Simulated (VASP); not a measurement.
A run of VASP 6.6.1:

INCAR

```
ALGO     = Normal         # electronic algorithm
EDIFF    = 1E-6           # SCF threshold, eV
ENCUT    = 520            # plane-wave cutoff, eV
GGA      = PS             # functional
ISIF     = 2              # what is computed and relaxed
ISMEAR   = 0              # smearing method
LASPH    = True           # aspherical terms in the spheres
LCHARG   = False          # write CHGCAR
LREAL    = False          # projectors in reciprocal space
LWAVE    = False          # write WAVECAR
NBANDS   = 38             # bands
NELM     = 100            # most SCF steps
PREC     = Accurate       # precision mode
SIGMA    = 0.02           # smearing width, eV
```

File KPOINTS:

```
k-points
0
Gamma
  6 6 6
```

File POSCAR:

```
Sc3AlN4
1.0
    4.7282132318      0.0000000000      0.0000000000
    0.0000000000      4.7282132318      0.0000000000
    0.0000000000      0.0000000000      4.7282132318
Sc Al N
3 1 4
Direct
    0.5000000000      0.5000000000      0.0000000000
    0.5000000000      0.0000000000      0.5000000000
    0.0000000000      0.5000000000      0.5000000000
    0.0000000000      0.0000000000      0.0000000000
    0.7626750315      0.7626750315      0.2373249685
    0.7626750315      0.2373249685      0.7626750315
    0.2373249685      0.7626750315      0.7626750315
    0.2373249685      0.2373249685      0.2373249685
```

Potentials or basis: VASP PAW PBE potentials, release 64 (Sc_sv, Al, N).

The run is started by

```bash
$ cat potpaw_PBE.64/Sc_sv/POTCAR potpaw_PBE.64/Al/POTCAR potpaw_PBE.64/N/POTCAR > POTCAR
$ mpirun -np 1 vasp_std > vasp.out
```

Hardware: 1 thread of Intel(R) Xeon(R) 6975P-C (Granite Rapids), on a shared host.

Q: How long does it take, and how much memory?

A: Run time: 33 s on 1 thread of Intel(R) Xeon(R) 6975P-C (Granite Rapids), on a shared host, peak memory 0.23 GiB. Counts: scf iterations 15, k points 20.
